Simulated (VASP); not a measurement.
Wanted: the native input for a VASP 6.6.1 run.

```yaml
Task: single point
Functional: PBE
Dispersion: D3(BJ)
Potentials_or_basis: VASP PAW PBE potentials, release 64 (Si, Ge_d)
Cutoff: 520 eV
k_mesh: 2 × 2 × 2
Occupations: fermi-dirac, width 0.05 eV
Spin: no spin polarisation
Dipole_correction: no
Further_INCAR_settings: LREAL = Auto; ALGO = Normal; EDIFF = 1e-06; NBANDS = 53
```

The structure of Si16Ge (a cell with a defect) lies in POSCAR:

```
Si16Ge
1.0
    0.0000000000      5.4300000000      5.4300000000
    5.4300000000      0.0000000000      5.4300000000
    5.4300000000      5.4300000000      0.0000000000
Si Ge
16 1
Direct
    0.0243462247     -0.0007918969     -0.0306445672
    0.1376611418      0.1484162063      0.0787845304
    0.0424033149     -0.0207642726      0.4696777164
    0.1466482505      0.1027808471      0.5916758748
    0.0104972376      0.5104788214     -0.0127624309
    0.1628084715      0.6231031308      0.1403038674
   -0.0098066298      0.4592541436      0.4838581952
    0.1208655617      0.6065930018      0.6374033149
    0.5258103131      0.0116850829     -0.0129005525
    0.6436279926      0.0849355433      0.1448434622
    0.5167863720      0.0098066298      0.5080018416
    0.6590976059      0.0853406998      0.6337384899
    0.5239871087      0.4528637201     -0.0133793738
    0.6242357274      0.6474953959      0.0905524862
    0.5009668508      0.5211141805      0.4613904236
    0.6097053407      0.6222651934      0.6260405157
    0.7589318600      0.2748066298      0.2315101289
```

One way to write it, as run:

INCAR

```
SYSTEM = Si16Ge
ALGO = Normal
EDIFF = 1E-6
ENCUT = 520
GGA = PE
ISIF = 2
ISMEAR = -1
IVDW = 12
LASPH = .True.
LCHARG = .False.
LREAL = Auto
LWAVE = .False.
NBANDS = 53
NELM = 60
PREC = Accurate
SIGMA = 0.05
```

KPOINTS

```
k-points
0
Gamma
  2 2 2
  0 0 0
```

Potentials or basis: VASP PAW PBE potentials, release 64 (Si, Ge_d).

Command:

```console
$ cat potpaw_PBE.64/Si/POTCAR potpaw_PBE.64/Ge_d/POTCAR > POTCAR
$ mpirun -np 1 vasp_std > vasp.out
```

It gave:

```
Pressure                   : 4.6 GPa
Largest force              : 3.035 eV/Å
Band gap on the k mesh     : zero (bands 39 and 40 overlap by 0.22 eV)
Dispersion energy per atom : -0.335 eV
```

Caveat: the k points lie up to 0.50 Å⁻¹ apart.

Wall time 2.5 min on 1 thread of AMD EPYC 9R45 96-Core Processor (Zen 5), with other jobs on the host, peak memory 0.45 GiB.
